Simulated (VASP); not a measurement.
Set up this calculation in VASP 6.6.1, as the native input.

| Item | Value |
| --- | --- |
| Task | single point |
| Functional | r2SCAN |
| Potentials or basis | VASP PAW PBE potentials, release 64 (C) |
| Cutoff | 520 eV |
| k mesh | 6 × 6 × 6 |
| Occupations | gaussian, width 0.05 eV |
| Spin | no spin polarisation |
| Dipole correction | no |
| Further INCAR settings | ALGO = Normal; EDIFF = 1e-07; NBANDS = 26 |

The system is C.

```
C
1.0
     3.56028    0.00000    0.00000
     0.00000   -3.56028    0.00000
     0.00000    0.00000   -3.56028
C
8
Direct
  0.51946 0.98054 0.98054
  0.00000 0.50000 0.00000
  0.00000 0.00000 0.50000
  0.50000 0.50000 0.50000
  0.75000 0.75000 0.75000
  0.25000 0.25000 0.75000
  0.25000 0.75000 0.25000
  0.75000 0.25000 0.25000
```

This cell differs from its parent crystal: atom 1 (C) moved +0.120 Å towards its neighbour atom 5 (C) at 1.542 Å.

One way to write it, as run:

POSCAR

```
C
1.0
    3.5602834153      0.0000000000      0.0000000000
    0.0000000000     -3.5602834153      0.0000000000
    0.0000000000      0.0000000000     -3.5602834153
C
8
Direct
    0.5194596958     -0.0194596958     -0.0194596958
    0.0000000000      0.5000000000      0.0000000000
    0.0000000000      0.0000000000      0.5000000000
    0.5000000000      0.5000000000      0.5000000000
    0.7500000000      0.7500000000      0.7500000000
    0.2500000000      0.2500000000      0.7500000000
    0.2500000000      0.7500000000      0.2500000000
    0.7500000000      0.2500000000      0.2500000000
```

INCAR.step1

```
SYSTEM = C
  PREC = Accurate
  ENCUT = 520
  ISMEAR = 0
  SIGMA = 0.05
  LREAL = .FALSE.
  LASPH = .TRUE.
  NELM = 60
  NBANDS = 26
  GGA = PE
  ALGO = Normal
  EDIFF = 1E-4
  LWAVE = .TRUE.
  LCHARG = .FALSE.
```

INCAR.step2

```
SYSTEM = C
  PREC = Accurate
  ENCUT = 520
  EDIFF = 1E-7
  ISMEAR = 0
  SIGMA = 0.05
  LREAL = .FALSE.
  LASPH = .TRUE.
  NELM = 60
  ALGO = Normal
  ISIF = 2
  LWAVE = .FALSE.
  LCHARG = .TRUE.
  METAGGA = R2SCAN
  LMIXTAU = .TRUE.
  LELF = .TRUE.
  LVHAR = .TRUE.
  NBANDS = 26
  ISTART = 1
```

KPOINTS

```
regular mesh
0
G
  6 6 6
  0 0 0
```

Potentials or basis: VASP PAW PBE potentials, release 64 (C).

Launch:

```sh
$ cat potpaw_PBE.64/C/POTCAR > POTCAR
$ cp INCAR.step1 INCAR
$ mpirun -np 1 vasp_std > vasp.out
$ cp INCAR.step2 INCAR
$ mpirun -np 1 vasp_std > vasp.out
```

Results of the run:

```json
{
  "Pressure": "2.9 GPa",
  "Largest force": "6.491 eV/Å",
  "Band gap on the k mesh": "3.97 eV"
}
```

Caveat: the cell differs from its parent crystal (atom 1 (C) moved +0.120 Å towards its neighbour atom 5 (C) at 1.542 Å); the PAW data sets were made with another functional, which shifts forces and pressure a little.

Run time: 2.1 min on 1 thread of Intel(R) Xeon(R) Platinum 8259CL CPU @ 2.50GHz (Skylake/Cascade Lake) (shared host), peak memory 0.17 GiB.
